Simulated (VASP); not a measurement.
# Ta6F in VASP: further runs, part 3 of 3

VASP 6.6.1. Earlier steps stand in the parts before.

**7. Single point, LDA, collinear spin, ferromagnetic start**

INCAR reads:

```
PREC = Accurate
ENCUT = 520
EDIFF = 1E-6
ISMEAR = 0
SIGMA = 0.1
LREAL = F
LASPH = T
NELM = 150
ALGO = Normal
ISIF = 2
LWAVE = F
LCHARG = F
ISPIN = 2
MAGMOM = 0 0 0 0 0 0 1
LORBIT = 11
LMAXMIX = 4
LDIPOL = T
IDIPOL = 3
DIPOL = 0.5 0.5 0.312
GGA = CA
NBANDS = 50
```

KPOINTS reads:

```
Automatic mesh
0
Gamma
  6 6 1
```

POSCAR reads:

```
Ta6F
1.0
    4.6002247516      0.0000000000      0.0000000000
   -2.3001123758      3.9839114980      0.0000000000
    0.0000000000      0.0000000000     21.4017722141
Ta F
6 1
Direct
    0.6666666667      0.3333333333      0.1869004099
    0.3333333333      0.6666666667      0.2307760729
    0.0000000000      0.0000000000      0.2746517360
    0.6666666667      0.3333333333      0.3157775353
    0.3333333333      0.6666666667      0.3543568624
    0.0000000000      0.0000000000      0.3925736677
    0.6666666667     -0.6666666667      0.4271502436
```

Potentials or basis: VASP PAW LDA potentials, release 64 (Ta_pv, F).

Run with:

```console
> cat potpaw_LDA.64/Ta_pv/POTCAR potpaw_LDA.64/F/POTCAR > POTCAR
> mpirun -np 1 vasp_std > vasp.out
```

OUTCAR:

```text
PREC = Accurate
   ENCUT = 520
   EDIFF = 1E-6
   ISMEAR = 0
   LREAL = F
   LASPH = T
   NELM = 150
   ISIF = 2
   ISPIN = 2
   LORBIT = 11
   GGA = CA

 ion  position               nearest neighbor table
   1  0.667  0.333  0.187-   4 2.76   2 2.82   2 2.82   2 2.82   3 3.25   3 3.25   3 3.25
   2  0.333  0.667  0.231-   5 2.64   1 2.82   1 2.82   3 2.82   1 2.82   3 2.82   3 2.82   4 3.22
                             4 3.22   4 3.22
   3  0.000  0.000  0.275-   6 2.52   4 2.80   4 2.80   4 2.80   2 2.82   2 2.82   2 2.82   5 3.16
                             5 3.16   5 3.16   1 3.25   1 3.25   1 3.25
   4  0.667  0.333  0.316-   7 2.38   1 2.76   5 2.78   5 2.78   5 2.78   3 2.80   3 2.80   3 2.80
                             6 3.12   6 3.12   6 3.12   2 3.22   2 3.22   2 3.22
   5  0.333  0.667  0.354-   2 2.64   6 2.78   6 2.78   6 2.78   4 2.78   4 2.78   4 2.78   3 3.16
                             3 3.16   3 3.16
   6  0.000  0.000  0.393-   3 2.52   5 2.78   5 2.78   5 2.78   4 3.12   4 3.12   4 3.12
   7  0.667  0.333  0.427-   4 2.38

  LATTYP: Found a hexagonal cell.
 ALAT       =     4.6002247516
 C/A-ratio  =     4.6523318685

  Lattice vectors:

 A1 = (   4.6002247516,   0.0000000000,   0.0000000000)
 A2 = (  -2.3001123758,   3.9839114980,   0.0000000000)
 A3 = (   0.0000000000,   0.0000000000,  21.4017722141)

Analysis of symmetry for initial positions (statically):
=====================================================================
 Subroutine PRICEL returns:
 Original cell was already a primitive cell.

 Routine SETGRP: Setting up the symmetry group for a
 hexagonal supercell.

 Subroutine GETGRP returns: Found  6 space group operations
 (whereof  6 operations were pure point group operations)
 out of a pool of 24 trial point group operations.

The static configuration has the point symmetry C_3v.

Analysis of symmetry for dynamics (positions and initial velocities):
=====================================================================
 Subroutine PRICEL returns:
 Original cell was already a primitive cell.

 Routine SETGRP: Setting up the symmetry group for a
 hexagonal supercell.

 Subroutine GETGRP returns: Found  6 space group operations
 (whereof  6 operations were pure point group operations)
 out of a pool of 24 trial point group operations.

The dynamic configuration has the point symmetry C_3v.

Analysis of structural, dynamic, and magnetic symmetry:
=====================================================================
 Subroutine PRICEL returns:
 Original cell was already a primitive cell.

 Routine SETGRP: Setting up the symmetry group for a
 hexagonal supercell.

 Subroutine GETGRP returns: Found  6 space group operations
 (whereof  6 operations were pure point group operations)
 out of a pool of 24 trial point group operations.

The overall configuration has the point symmetry C_3v.

 Subroutine INISYM returns: Found  6 space group operations
 (whereof  6 operations are pure point group operations),
 and found     1 'primitive' translations

----------------------------------------------------------------------------------------

                                     Primitive cell

  volume of cell :     392.2279

  direct lattice vectors                    reciprocal lattice vectors
     4.600224752  0.000000000  0.000000000     0.217380683  0.125504796  0.000000000
    -2.300112376  3.983911498  0.000000000     0.000000000  0.251009592  0.000000000
[... 97 lines left out ...]
     AMIX_MAG =   1.60;   BMIX_MAG =  1.00
  volume/ion in A,a.u.               =      56.03       378.13
  Fermi-wavevector in a.u.,A,eV,Ry     =   0.934694  1.766316 11.886778  0.873654
  Thomas-Fermi vector in A             =   2.061525
   LORBIT       =     11    0 simple, 1 ext, 2 COOP (PROOUT), +10 PAW based schemes
   GGA     = CA    functional components
   LHFCALC =     F    Hartree Fock is set to
   AEXX    =    0.0000 exact exchange contribution
   IVDW    =     0    specifies the selected vdW correction
   LEPSILON=     F    determine dielectric tensor
   LRPA    =     F    only Hartree local field effects (RPA)
 spin polarized calculation
 Gauss-broadening in eV      SIGMA  =   0.10
  energy-cutoff  :      520.00
  volume of cell :      392.23
 maximum number of plane-waves:     10669
 NGX is ok and might be reduce to    36
   NGX = 17   NGY = 17   NGZ = 79

 dipolmoment           0.000000      0.000000     -0.018425 electrons x Angstroem

 number of electron      73.0000012 magnetization       0.0000863

 dipolmoment           0.000000      0.000000      0.076415 electrons x Angstroem

 Free energy of the ion-electron system (eV)
  ---------------------------------------------------
  ext. energy  EPLUGINS =         0.00000000
  ---------------------------------------------------
  free energy    TOTEN  =       -74.79672246 eV

  energy without entropy =      -74.73750034  energy(sigma->0) =      -74.76711140

 E-fermi :  -1.2522     XC(G=0):  -4.6719

 val. band max:       -1.2906552750   @ k =   0.1667   0.1667   0.0000
 cond. band min:      -1.2370985095   @ k =   0.0000   0.0000   0.0000
 fundamental gap:      0.0535567655
 Fermi energy:        -1.2521534917

 spin component 1

 k-point     1 :       0.0000    0.0000    0.0000
  band No.  band energies     occupation
      1     -35.7789      1.00000
      2     -35.5962      1.00000
      3     -35.3891      1.00000
      4     -35.3891      1.00000
      5     -35.3613      1.00000
      6     -35.3613      1.00000
[... 346 lines left out ...]
     47       1.5553      0.00000
     48       1.7095      0.00000
 Fermi energy:        -1.2521534917

 spin component 2

 k-point     1 :       0.0000    0.0000    0.0000
  band No.  band energies     occupation
      1     -35.7789      1.00000
      2     -35.5961      1.00000
      3     -35.3891      1.00000
      4     -35.3891      1.00000
      5     -35.3613      1.00000
      6     -35.3613      1.00000
[... 346 lines left out ...]
     47       1.5553      0.00000
     48       1.7095      0.00000
 [bands above 48 left out]

------------------------ aborting loop because EDIFF is reached ----------------------------------------

 vacuum level on the upper side and lower side of the slab       (xc-potential included)         0.190        -0.557

  FORCE on cell =-STRESS in cart. coord.  units (eV):
  Direction    XX          YY          ZZ          XY          YZ          ZX
  --------------------------------------------------------------------------------------
  -------------------------------------------------------------------------------------
  Total       -5.0566118     -5.0566118     -3.0827375      0.0000000      0.0000000      0.0000000
  in kB      -20.6553106    -20.6553106    -12.5924042      0.0000000      0.0000000      0.0000000
  external PRESSURE =     -17.9676751 kB  Pullay stress =       0.0000000 kB

 VOLUME and BASIS-vectors are now :
 -----------------------------------------------------------------------------
  energy-cutoff  :      520.00
  volume of cell :      392.23
      direct lattice vectors                 reciprocal lattice vectors
     4.600224752  0.000000000  0.000000000     0.217380683  0.125504796  0.000000000
    -2.300112376  3.983911498  0.000000000     0.000000000  0.251009592  0.000000000
     0.000000000  0.000000000 21.401772214     0.000000000  0.000000000  0.046725102

 POSITION                                       TOTAL-FORCE (eV/Angst)
 -----------------------------------------------------------------------------------
      2.30011      1.32797      4.00000         0.000000     -0.000000      2.090213
     -0.00000      2.65594      4.93902         0.000000     -0.000000     -0.278164
      0.00000      0.00000      5.87803         0.000000     -0.000000     -2.306804
      2.30011      1.32797      6.75820         0.000000      0.000000      0.309126
     -0.00000      2.65594      7.58386         0.000000     -0.000000     -0.043107
      0.00000      0.00000      8.40177         0.000000     -0.000000      0.400359
      2.30011      1.32797      9.14177        -0.000000      0.000000     -0.171623
 -----------------------------------------------------------------------------------
    total drift:                               -0.000000      0.000000     -0.002201

  FREE ENERGIE OF THE ION-ELECTRON SYSTEM (eV)
  ---------------------------------------------------
  free  energy   TOTEN  =       -74.7967224553 eV

  energy  without entropy=      -74.7375003419  energy(sigma->0) =      -74.76711140

 vacuum level on the upper side and lower side of the slab         3.114         2.357

 total charge

# of ion       s       p       d       tot
------------------------------------------
    1        0.394   6.012   2.431   8.837
    2        0.404   6.113   2.542   9.059
    3        0.386   6.178   2.502   9.066
    4        0.373   6.181   2.449   9.003
    5        0.414   6.100   2.631   9.145
    6        0.416   6.032   2.508   8.956
    7        1.746   4.235   0.000   5.982
--------------------------------------------------
tot          4.132  40.853  15.064  60.049

 magnetization (x)

# of ion       s       p       d       tot
------------------------------------------
    1        0.000   0.000   0.000   0.000
    2        0.000   0.000   0.000   0.000
    3       -0.000  -0.000  -0.000  -0.000
    4       -0.000   0.000  -0.000  -0.000
    5        0.000   0.000   0.000   0.000
    6        0.000   0.000   0.000   0.000
    7       -0.000   0.000   0.000   0.000
--------------------------------------------------
tot          0.000   0.000   0.000   0.000
```

It used 2500 s of CPU time on 1 thread of AMD EPYC 7R13 Processor (Zen 3) (shared host).

Results:

```
Free energy                                           : -74.7967 eV
Largest force                                         : 2.307 eV/Å
Net moment                                            : 0.00 μB per cell
Valence electrons inside the program's atomic spheres : Ta 8.84, 9.06, 9.07, 9.00, 9.14, 8.96; F 5.98
```

Forces in eV/Å, atoms in the order of the input:
```
Ta   0.000  0.000  2.090
Ta   0.000  0.000 -0.278
Ta   0.000  0.000 -2.307
Ta   0.000  0.000  0.309
Ta   0.000  0.000 -0.043
Ta   0.000  0.000  0.400
F    0.000  0.000 -0.172
```

Levels at points of the mesh, in eV from the Fermi level:
Spin up:
| k point | band 35 | band 36 | band 37 | band 38 | band 39 | band 40 |
| --- | --- | --- | --- | --- | --- | --- |
| (0.00, 0.00, 0.00) | -0.59 | 0.02 | 0.02 | 0.25 | 0.29 | 0.29 |
| (0.50, 0.00, 0.00) | -0.40 | -0.26 | -0.08 | 0.34 | 0.85 | 0.98 |
Spin down:
```
           k point  band 34  band 35  band 36  band 37  band 38  band 39  band 40  band 41
(0.00, 0.00, 0.00)    -0.59    -0.59     0.02     0.02     0.25     0.29     0.29     0.46
(0.50, 0.00, 0.00)    -0.90    -0.40    -0.26    -0.08     0.34     0.85     0.98     1.21
```

Caveat: spin-orbit coupling is left out, which moves the levels of the heavy elements.
